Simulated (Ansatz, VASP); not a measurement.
**P: VASP beside Ansatz**

```
CELL_PARAMETERS angstrom
4.74232 -4.18520 -0.00966
4.74232 4.18520 -0.00966
-0.03509 0.00000 5.29426
ATOMIC_POSITIONS crystal
P 0.85127 0.85127 0.23756
P 0.14873 0.14873 0.76244
P 0.71918 0.71918 0.58554
P 0.28082 0.28082 0.41446
P 0.50160 0.77839 0.24938
P 0.22161 0.49840 0.75062
P 0.49840 0.22161 0.75062
P 0.77839 0.50160 0.24938
```

Change from the starting cell: strain +0.050 along x and y, +0.000 along z, atoms carried along.

Alike in both runs: task single point; functional PBEsol; k mesh 6 × 6 × 6; occupations gaussian, width 0.05 eV; no spin polarisation.

|  | VASP | Ansatz |
| --- | --- | --- |
| version | VASP 6.6.1 | Ansatz 0.2.0 |
| potentials or method | VASP PAW PBE potentials, release 64 (P), cutoff 520 eV | scalar-relativistic, plane waves, PAW |
| valence electrons in the cell | 40 | 40 |

```tsv
	VASP	Ansatz	Ansatz less VASP
gap on the k mesh at the Fermi level (eV)	2.11	2.12	+0.008
least direct gap on the mesh (eV)	2.42	2.42	+0.007
pressure (GPa)	-5.0	-4.9	+0.15
traceless stress, the component that is largest in VASP (GPa)	2.86	2.87	+0.009
rms of the force components (eV/Å)	0.976	0.944	-0.0323
```

VASP's potentials were made for PBE, not for PBEsol. Atom by atom the forces differ by 0.036 eV/Å (rms over components). With one functional, cell and mesh, what is left measures potentials, basis and numerics.
